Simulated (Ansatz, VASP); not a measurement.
**MnGa2: VASP beside Ansatz**

```
Mn Ga
1.0
     0.00000    2.96330    2.96330
     2.96330    0.00000    2.96330
     2.96330    2.96330    0.00000
Mn Ga
1 2
Direct
  0.00000 0.00000 0.00000
  0.25000 0.25000 0.25000
  0.75000 0.75000 0.75000
```

Alike in both runs: functional PBE; k mesh 14 × 14 × 14; occupations gaussian, width 0.1 eV; collinear spin.

Ansatz relaxed the structure, and its values are those at the end. VASP's run is a single point on that final structure, the one shown.

|  | VASP | Ansatz |
| --- | --- | --- |
| version | VASP 6.6.1 | Ansatz 0.2.0 |
| potentials or method | VASP PAW PBE potentials, release 64 (Mn_pv, Ga_d), cutoff 520 eV | scalar-relativistic, plane waves, PAW |
| valence electrons in the cell | 39 | 41 |

Ansatz gave:

```
gap on the k mesh at the Fermi level (eV)                     : none
pressure (GPa)                                                : 0.0
net moment per atom (μB)                                      : 1.03
size of the moment on the site where the two differ most (μB) : 3.05
```

Estimate VASP's values.

gap on the k mesh at the Fermi level (eV): none; pressure (GPa): 0.1; net moment per atom (μB): 1.03; size of the moment on the site where the two differ most (μB): 3.11.

Site moments also hang on the region over which each program counts them. A gap of «none» marks a metal or a gap that the smearing closes. VASP's potentials hold 39 valence electrons a cell and Ansatz's 41, so a difference there can come from the potentials and not from the codes.
